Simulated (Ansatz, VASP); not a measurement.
Two plane-wave programs on BaTe

```
Ba Te
1.0
     0.00000    3.49670    3.49670
     3.49670    0.00000    3.49670
     3.49670    3.49670    0.00000
Ba Te
1 1
Direct
  0.00000 0.00000 0.00000
  0.50000 0.50000 0.50000
```

Alike in both runs: task single point; functional r2SCAN; k mesh 6 × 6 × 6; no spin polarisation.

|  | VASP | Ansatz |
| --- | --- | --- |
| version | VASP 6.6.1 | Ansatz 0.2.0 |
| potentials or method | VASP PAW PBE potentials, release 64 (Ba_sv, Te) | plane waves, PAW |
| plane-wave cutoff (eV) | 520 | 500 |
| occupations | gaussian, width 0.01 eV | fixed |
| valence electrons in the cell | 16 | 26 |

|  | VASP | Ansatz | Ansatz less VASP |
| --- | --- | --- | --- |
| gap on the k mesh at the Fermi level (eV) | 1.87 | 1.95 | +0.078 |
| pressure (GPa) | 1.3 | 1.0 | -0.35 |

VASP's potentials were made for PBE, not for r2SCAN. VASP's potentials hold 16 valence electrons a cell and Ansatz's 26, so a difference there can come from the potentials and not from the codes.

Neither program's run includes spin-orbit coupling.
